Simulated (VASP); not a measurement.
# Si2W (I4/mmm) in VASP: single point with LDA

Aim: the single point of Si2W with LDA.

Everything below comes from runs of VASP 6.6.1. Logs are shortened: lines on timing, memory, paths and dates and some standing lists are left out, and cuts for length are marked.

### 1 The cell of the first run

The structure is tetragonal, space group I4/mmm (No. 139). The conventional cell has a = 3.185 Å, b = 3.185 Å, c = 7.772 Å, α = 90.00°, β = 90.00°, γ = 90.00°. Si (site symmetry 4mm) has 9 Si at 2.57 to 3.19 Å and 5 W at 2.59 to 2.60 Å within 3.4 Å. Within 3.4 Å of W (site symmetry 4/mmm) lie 10 Si at 2.59 to 2.60 Å and 4 W at 3.19 Å.

### 2 Single point, LDA

INCAR reads:

```
SYSTEM = Si2W
PREC = Accurate
ENCUT = 520
EDIFF = 1E-6
ISMEAR = 0
SIGMA = 0.1
LREAL = .FALSE.
LASPH = .TRUE.
NELM = 60
ALGO = Normal
ISIF = 2
LWAVE = .FALSE.
LCHARG = .FALSE.
GGA = CA
NBANDS = 18
```

KPOINTS reads:

```
Automatic mesh
0
G
  18 18 18
  0 0 0
```

POSCAR reads:

```
Si2W
1.0
   -1.5926919218      1.5926919218      3.8858369306
    1.5926919218     -1.5926919218      3.8858369306
    1.5926919218      1.5926919218     -3.8858369306
Si W
2 1
Direct
    0.3346694301      0.3346694301      0.0000000000
    0.6653305699      0.6653305699      0.0000000000
    0.0000000000      0.0000000000      0.0000000000
```

Potentials or basis: VASP PAW LDA potentials, release 64 (Si, W_sv).

Command:

```
$ cat potpaw_LDA.64/Si/POTCAR potpaw_LDA.64/W_sv/POTCAR > POTCAR
$ mpirun -np 1 vasp_std > vasp.out
```

OUTCAR:

```text
SYSTEM = Si2W
   PREC = Accurate
   ENCUT = 520
   EDIFF = 1E-6
   ISMEAR = 0
   LREAL = .FALSE.
   LASPH = .TRUE.
   NELM = 60
   ISIF = 2
   GGA = CA

 ion  position               nearest neighbor table
   1  0.335  0.335  0.000-   2 2.57   3 2.59   3 2.59   3 2.59   3 2.59   3 2.60   2 2.61   2 2.61
                             2 2.61   2 2.61
   2  0.665  0.665  0.000-   1 2.57   3 2.59   3 2.59   3 2.59   3 2.59   3 2.60   1 2.61   1 2.61
                             1 2.61   1 2.61
   3  0.000  0.000  0.000-   2 2.59   2 2.59   2 2.59   1 2.59   2 2.59   1 2.59   1 2.59   1 2.59
                             1 2.60   2 2.60

  LATTYP: Found a body centered tetragonal cell.
 ALAT       =     3.1853838436
 C/A-ratio  =     2.4397919506

  Lattice vectors:

 A1 = (  -1.5926919218,   1.5926919218,   3.8858369306)
 A2 = (   1.5926919218,  -1.5926919218,   3.8858369306)
 A3 = (   1.5926919218,   1.5926919218,  -3.8858369306)

Analysis of symmetry for initial positions (statically):
=====================================================================
 Subroutine PRICEL returns:
 Original cell was already a primitive cell.

 Routine SETGRP: Setting up the symmetry group for a
 body centered tetragonal supercell.

 Subroutine GETGRP returns: Found 16 space group operations
 (whereof 16 operations were pure point group operations)
 out of a pool of 16 trial point group operations.

The static configuration has the point symmetry D_4h.

Analysis of symmetry for dynamics (positions and initial velocities):
=====================================================================
 Subroutine PRICEL returns:
 Original cell was already a primitive cell.

 Routine SETGRP: Setting up the symmetry group for a
 body centered tetragonal supercell.

 Subroutine GETGRP returns: Found 16 space group operations
 (whereof 16 operations were pure point group operations)
 out of a pool of 16 trial point group operations.

The dynamic configuration has the point symmetry D_4h.

 Subroutine INISYM returns: Found 16 space group operations
 (whereof 16 operations are pure point group operations),
 and found     1 'primitive' translations

----------------------------------------------------------------------------------------

                                     Primitive cell

  volume of cell :      39.4283

  direct lattice vectors                    reciprocal lattice vectors
    -1.592691922  1.592691922  3.885836931     0.000000000  0.313933908  0.128672409
     1.592691922 -1.592691922  3.885836931     0.313933908  0.000000000  0.128672409
     1.592691922  1.592691922 -3.885836931     0.313933908  0.313933908  0.000000000

  length of vectors
     4.491443395  4.491443395  4.491443395     0.339280250  0.339280250  0.443969591

  position of ions in fractional coordinates (direct lattice)
     0.334669430  0.334669430  0.000000000
     0.665330570  0.665330570  0.000000000
     0.000000000  0.000000000  0.000000000

  ion indices of the primitive-cell ions
   primitive index   ion index
                 1           1
                 2           2
                 3           3

----------------------------------------------------------------------------------------

 KPOINTS: Automatic mesh

Automatic generation of k-mesh.
 Grid dimensions read from file:
 generate k-points for:   18   18   18

 Generating k-lattice:

  Cartesian coordinates                     Fractional coordinates (reciprocal lattice)
     0.000000000  0.017440773  0.007148467     0.055555556  0.000000000  0.000000000
     0.017440773  0.000000000  0.007148467     0.000000000  0.055555556  0.000000000
     0.017440773  0.017440773  0.000000000     0.000000000  0.000000000  0.055555556

  Length of vectors
     0.018848903  0.018848903  0.024664977

  Shift w.r.t. Gamma in fractional coordinates (k-lattice)
     0.000000000  0.000000000  0.000000000

 Subroutine IBZKPT returns following result:
 ===========================================

 Found    480 irreducible k-points:

 Following reciprocal coordinates:
            Coordinates               Weight
  0.000000  0.000000  0.000000      1.000000
  0.055556 -0.000000  0.000000      8.000000
  0.111111 -0.000000  0.000000      8.000000
  0.166667 -0.000000  0.000000      8.000000
  0.222222 -0.000000  0.000000      8.000000
  0.277778 -0.000000  0.000000      8.000000
[... 16 lines left out ...]
 -0.277778  0.055556 -0.000000     16.000000
 -0.222222  0.055556 -0.000000     16.000000
 [... further k-points ...]
   k-points           NKPTS =    480   k-points in BZ     NKDIM =    480   number of bands    NBANDS=     18
   number of dos      NEDOS =    301   number of ions     NIONS =      3
   total plane-waves  NPLWV =  46656
   dimension x,y,z NGX =    36 NGY =   36 NGZ =   36
   dimension x,y,z NGXF=    72 NGYF=   72 NGZF=   72
   ions per type =               2   1
   NGX,Y,Z   is equivalent  to a cutoff of  13.33, 13.33, 13.33 a.u.
   NGXF,Y,Z  is equivalent  to a cutoff of  26.65, 26.65, 26.65 a.u.
 SYSTEM =  Si2W
   PREC   = accura    normal or accurate (medium, high low for compatibility)
   ISTART =      0    job   : 0-new  1-cont  2-samecut
   ICHARG =      2    charge: 1-file 2-atom 10-const
   ISPIN  =      1    spin polarized calculation?
   LNONCOLLINEAR =      F non collinear calculations
   LSORBIT =      F    spin-orbit coupling
   LASPH  =      T    aspherical Exc in radial PAW
   ENCUT  =  520.0 eV  38.22 Ry    6.18 a.u.   8.35  8.35  8.35*2*pi/ulx,y,z
   NELM   =     60;   NELMIN=  2; NELMDL= -5     # of ELM steps
   EDIFF  = 0.1E-05   stopping-criterion for ELM
   LREAL  =      F    real-space projection
   EDIFFG = 0.1E-04   stopping-criterion for IOM
   NSW    =      0    number of steps for IOM
   IBRION =     -1    ionic relax: 0-MD 1-quasi-New 2-CG
   NFREE  =      0    steps in history (QN), initial steepest desc. (CG)
   ISIF   =      2    stress and relaxation
   ISYM   =      2    0-nonsym 1-usesym 2-fastsym
   POTIM  = 0.5000    time-step for ionic-motion
   TEBEG  =    0.0;   TEEND  =   0.0 temperature during run
   PSTRESS=    0.0 pullay stress
   NELECT =      22.0000    total number of electrons
   NUPDOWN=      -1.0000    fix difference up-down
   EMIN   =  10.00;   EMAX   =-10.00  energy-range for DOS
   EFERMI =   0.00;   METHOD = LEGACY
   ISMEAR =     0;   SIGMA  =   0.10  broadening in eV -4-tet -1-fermi 0-gaus
   EFERMI_NEDOS =   21; number of points for ismear=-14 and -15
   IALGO  =     38    algorithm
   IMIX   =      4    mixing-type and parameters
     AMIX     =   0.40;   BMIX     =  1.00
     AMIX_MAG =   1.60;   BMIX_MAG =  1.00
  volume/ion in A,a.u.               =      13.14        88.69
  Fermi-wavevector in a.u.,A,eV,Ry     =   1.347761  2.546900 24.714450  1.816461
  Thomas-Fermi vector in A             =   2.475486
   LORBIT       =      0    0 simple, 1 ext, 2 COOP (PROOUT), +10 PAW based schemes
   GGA     = CA    functional components
   LHFCALC =     F    Hartree Fock is set to
   AEXX    =    0.0000 exact exchange contribution
   IVDW    =     0    specifies the selected vdW correction
   LEPSILON=     F    determine dielectric tensor
   LRPA    =     F    only Hartree local field effects (RPA)
 non-spin polarized calculation
 Gauss-broadening in eV      SIGMA  =   0.10
  energy-cutoff  :      520.00
  volume of cell :       39.43
 maximum number of plane-waves:      1079
 NGX is ok and might be reduce to    36
   NGX = 17   NGY = 17   NGZ = 17

 number of electron      21.9999999 magnetization

 Free energy of the ion-electron system (eV)
  ---------------------------------------------------
  ext. energy  EPLUGINS =         0.00000000
  ---------------------------------------------------
  free energy    TOTEN  =       -27.35681653 eV

  energy without entropy =      -27.35594568  energy(sigma->0) =      -27.35638110

 E-fermi :  12.2532     XC(G=0): -12.7664

 val. band max:       12.2293435092   @ k =  -0.3889   0.5000   0.3333
 cond. band min:      12.3105143373   @ k =  -0.4444   0.5000   0.2778
 fundamental gap:      0.0811708281
 Fermi energy:        12.2531750234

 k-point     1 :       0.0000    0.0000    0.0000
  band No.  band energies     occupation
      1     -61.0944      2.00000
      2     -25.6454      2.00000
      3     -25.6041      2.00000
      4     -25.6041      2.00000
      5      -1.9496      2.00000
      6       5.2725      2.00000
[... 10 lines left out ...]
     17      18.0845      0.00000
     18      18.0845      0.00000

 k-point     2 :       0.0556   -0.0000    0.0000
  band No.  band energies     occupation
      1     -61.0941      2.00000
      2     -25.6448      2.00000
      3     -25.6116      2.00000
      4     -25.6034      2.00000
      5      -1.8891      2.00000
      6       5.2816      2.00000
[... 10 lines left out ...]
     17      18.0876      0.00000
     18      18.3134      0.00000

 k-point     3 :       0.1111   -0.0000    0.0000
  band No.  band energies     occupation
      1     -61.0933      2.00000
      2     -25.6432      2.00000
      3     -25.6334      2.00000
      4     -25.6014      2.00000
      5      -1.7088      2.00000
      6       5.2990      2.00000
[... 10 lines left out ...]
     17      18.1428      0.00000
     18      18.8675      0.00000

 k-point     4 :       0.1667   -0.0000    0.0000
  band No.  band energies     occupation
      1     -61.0921      2.00000
      2     -25.6667      2.00000
      3     -25.6406      2.00000
      4     -25.5984      2.00000
      5      -1.4131      2.00000
      6       5.2885      2.00000
[... 375 lines left out ...]
      4     -25.5942      2.00000
      5       0.0455      2.00000
      6       4.4873      2.00000
[... 10 lines left out ...]
     17      19.7180      0.00000
     18      20.6771      0.00000

 k-point    23 :      -0.2778    0.0556   -0.0000
  band No.  band energies     occupation
      1     -61.0888      2.00000
      2     -25.7489      2.00000
      3     -25.6328      2.00000
      4     -25.5979      2.00000
      5      -0.5323      2.00000
      6       5.0694      2.00000
[... 10 lines left out ...]
     17      19.4432      0.00000
     18      20.4859      0.00000

 k-point    24 :      -0.2222    0.0556   -0.0000
  band No.  band energies     occupation
      1     -61.0904      2.00000
      2     -25.7062      2.00000
      3     -25.6361      2.00000
      4     -25.6020      2.00000
      5      -1.0203      2.00000
      6       5.4419      2.00000
[... 10 lines left out ...]
     17      18.7244      0.00000
     18      20.5884      0.00000

 [... further k-points ...]
[... 5 lines left out ...]
  --------------------------------------------------------------------------------------
  -------------------------------------------------------------------------------------
  Total        0.1880172      0.1880172      0.1955315      0.0000000      0.0000000      0.0000000
  in kB        7.6401190      7.6401190      7.9454618      0.0000000      0.0000000      0.0000000
  external PRESSURE =       7.7418999 kB  Pullay stress =       0.0000000 kB

 VOLUME and BASIS-vectors are now :
 -----------------------------------------------------------------------------
  energy-cutoff  :      520.00
  volume of cell :       39.43
      direct lattice vectors                 reciprocal lattice vectors
    -1.592691922  1.592691922  3.885836931     0.000000000  0.313933908  0.128672409
     1.592691922 -1.592691922  3.885836931     0.313933908  0.000000000  0.128672409
     1.592691922  1.592691922 -3.885836931     0.313933908  0.313933908  0.000000000

 POSITION                                       TOTAL-FORCE (eV/Angst)
 -----------------------------------------------------------------------------------
      0.00000      0.00000      2.60094         0.000000      0.000000     -0.009181
      0.00000      0.00000      5.17073        -0.000000     -0.000000      0.009181
      0.00000      0.00000      0.00000        -0.000000     -0.000000     -0.000000
 -----------------------------------------------------------------------------------
    total drift:                               -0.000000      0.000000      0.000000

  FREE ENERGIE OF THE ION-ELECTRON SYSTEM (eV)
  ---------------------------------------------------
  free  energy   TOTEN  =       -27.3568165288 eV

  energy  without entropy=      -27.3559456791  energy(sigma->0) =      -27.35638110
```

Run time: 4.6 min. Hardware: 1 thread of Intel Xeon Platinum 8488C (Sapphire Rapids), shared host; peak memory 0.42 GiB.

What came out:

| Property | Result |
| --- | --- |
| Free energy | -27.3568 eV |
| Pressure | 0.8 GPa |
| Largest force | 0.009 eV/Å |
| Band gap on the k mesh | zero (band 11 reaches 13.02 eV, above the bottom of band 12 at 11.70 eV) |

Forces on the atoms (eV/Å):
```
Si   0.000  0.000 -0.009
Si   0.000  0.000  0.009
W    0.000  0.000  0.000
```

Levels at points of the mesh, in eV from the Fermi level:
| k point | band 8 | band 9 | band 10 | band 11 | band 12 | band 13 | band 14 | band 15 |
| --- | --- | --- | --- | --- | --- | --- | --- | --- |
| (0.00, 0.00, 0.00) | -3.47 | -2.89 | -2.89 | 0.63 | 2.91 | 2.93 | 3.19 | 3.19 |
| (0.50, 0.00, 0.00) | -4.85 | -2.86 | -2.86 | -0.47 | 2.76 | 2.85 | 4.01 | 4.58 |
| (0.50, 0.50, 0.00) | -5.46 | -5.07 | -3.35 | -1.66 | 2.90 | 3.02 | 3.21 | 3.98 |
| (0.50, 0.50, 0.50) | -2.64 | -0.79 | -0.79 | -0.53 | -0.53 | 0.81 | 4.57 | 5.08 |

Caveat: spin-orbit coupling is left out, which moves the levels of the heavy elements.
